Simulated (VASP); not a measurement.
Write the native input for VASP 6.6.1 that does the following.

```
Task                                : relaxation of the atoms
Functional                          : PBE
Potentials or basis                 : VASP PAW PBE potentials, release 64 (Ti_sv, H)
Cutoff                              : 450 eV
k mesh                              : 5 × 5 × 1
Occupations                         : gaussian, width 0.1 eV
Spin                                : no spin polarisation
Dipole correction                   : yes
Atoms held fixed (from 0)           : [0, 1, 2, 3, 4, 5, 6, 7, 8, 9, 10, 11]
Further INCAR settings              : ALGO = Normal; EDIFF = 1e-07; NELMDL = -8; IBRION = 2; EDIFFG = -0.025; NSW = 36
Atoms held along some axes (from 0) : atom 12 along a and b
```

The structure of Ti12H lies in POSCAR:

```
Ti12H
1.0
    5.8150893848      0.0000000000      0.0000000000
    0.0000000000      5.8150893848      0.0000000000
    0.0000000000      0.0000000000     19.3059824399
Ti H
12 1
Selective dynamics
Direct
    0.2500000000      0.2500000000      0.2071896632  F F F
    0.2500000000      0.7500000000      0.2071896632  F F F
    0.7500000000      0.2500000000      0.2071896632  F F F
    0.7500000000      0.7500000000      0.2071896632  F F F
    0.0000000000      0.0000000000      0.3057583539  F F F
    0.0000000000      0.5000000000      0.3057583539  F F F
    0.5000000000      0.0000000000      0.3057583539  F F F
    0.5000000000      0.5000000000      0.3057583539  F F F
    0.2500000000      0.2500000000      0.4043297182  F F F
    0.2500000000      0.7500000000      0.4043297182  F F F
    0.7500000000      0.2500000000      0.4043297182  F F F
    0.7500000000      0.7500000000      0.4043297182  F F F
    0.2500000000      0.2500000000      0.5037807566  F F T
```

These files were run (other wordings do the same):

INCAR

```
  ALGO = Normal
  DIPOL = 0.5 0.5 0.321
  EDIFF = 1E-7
  EDIFFG = -0.025
  ENCUT = 450
  GGA = PE
  GGA_COMPAT = False
  IBRION = 2
  IDIPOL = 3
  ISIF = 2
  ISMEAR = 0
  KPAR = 4
  LASPH = True
  LCHARG = False
  LDIPOL = True
  LREAL = False
  LWAVE = False
  NELM = 120
  NELMDL = -8
  NELMIN = 4
  NSW = 36
  PREC = Accurate
  SIGMA = 0.1
```

KPOINTS

```
k-points
0
Gamma
  5 5 1
```

Potentials or basis: VASP PAW PBE potentials, release 64 (Ti_sv, H).

Command:

```sh
$ cat potpaw_PBE.64/Ti_sv/POTCAR potpaw_PBE.64/H/POTCAR > POTCAR
$ mpirun -np 4 vasp_std > vasp.out
```

Results of the run:

```yaml
Energy_gained_by_relaxing: 2.7 meV/atom
Ionic_steps: 3
Band_gap_on_the_k_mesh: zero (an odd number of electrons rules out a gap without spin polarisation)
```

Run time: 17 min on 4 MPI ranks on AMD EPYC 7R43 64-Core Processor (Zen 3) (shared host), peak memory 0.62 GiB a rank.
